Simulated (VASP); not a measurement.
Runs of VASP 6.6.1 on Zn2Sn5N. The structure is that of space group P4/mmm (No. 123), or close to it. The cells are those of the table. 

```tsv
task	cell	k mesh	cutoff (eV)	gap on the mesh (eV)	pressure (GPa)	largest force (eV/Å)
single point	a = 4.330, b = 4.330, c = 10.273 Å, 8 atoms	4 × 4 × 2	520	none	(b)	(a)
single point	a = 8.084, b = 8.084, c = 4.691 Å, 8 atoms	3 × 3 × 3	520	none	0.0	0.02
single point	a = 3.881, b = 3.881, c = 12.449 Å, 8 atoms	6 × 6 × 2	520	none	0.2	0.08
relaxation of cell and atoms	relaxed from a = 5.834, b = 5.834, c = 5.763 Å, 8 atoms	3 × 3 × 3	600	none	-0.2	0.01
```

Alike in all rows: level PBE; potentials or basis VASP PAW PBE potentials, release 64 (Zn, Sn_d, N); no spin polarisation; smearing gaussian 0.2 eV.

Q: Estimate the missing entries.

A: (a) 0.06; (b) -0.3.

Caveats: some runs use coarse meshes; spin-orbit coupling is left out, which moves the levels of the heavy elements; the relaxation stopped at a loose force limit of 0.08 eV/Å, so its end isn't a converged minimum (some runs).

A k mesh can miss the band edges, and the runs leave out spin-orbit coupling on Sn.

A gap of «none» marks levels without a gap at the run's occupations.
